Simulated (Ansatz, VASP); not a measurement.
Two plane-wave programs on CsTa2

```
Cs Ta
1.0
     0.00000    0.00000   -3.02666
    -2.63616   -4.56725    0.00000
    -7.90848    4.56725    0.00000
Cs Ta
2 4
Direct
  0.50000 0.00000 0.00000
  0.50000 0.50000 0.50000
  0.50000 0.49997 0.83334
  0.50000 0.99997 0.33334
  0.50000 0.00003 0.66666
  0.50000 0.50003 0.16666
```

Alike in both runs: task single point; functional PBE; k mesh 8 × 4 × 4; occupations gaussian, width 0.2 eV; no spin polarisation.

```csv
,VASP,Ansatz
version,VASP 6.6.1,Ansatz 0.2.0
potentials or method,"VASP PAW PBE potentials, release 64 (Cs_sv, Ta_pv), cutoff 520 eV","scalar-relativistic, plane waves, PAW"
valence electrons in the cell,62,70
```

Ansatz gave:

| Property | Result |
| --- | --- |
| gap on the k mesh at the Fermi level (eV) | none |
| pressure (GPa) | 0.1 |
| traceless stress, the component that is largest in VASP (GPa) | -0.17 |
| rms of the force components (eV/Å) | 0.029 |

Which values does VASP return?

gap on the k mesh at the Fermi level (eV): none; pressure (GPa): 1.0; traceless stress, the component that is largest in VASP (GPa): -0.70; rms of the force components (eV/Å): 0.030.

Atom by atom the forces differ by 0.001 eV/Å (rms over components). A gap of «none» marks a metal or a gap that the smearing closes. VASP's potentials hold 62 valence electrons a cell and Ansatz's 70, so a difference there can come from the potentials and not from the codes.

Neither program's run includes spin-orbit coupling.
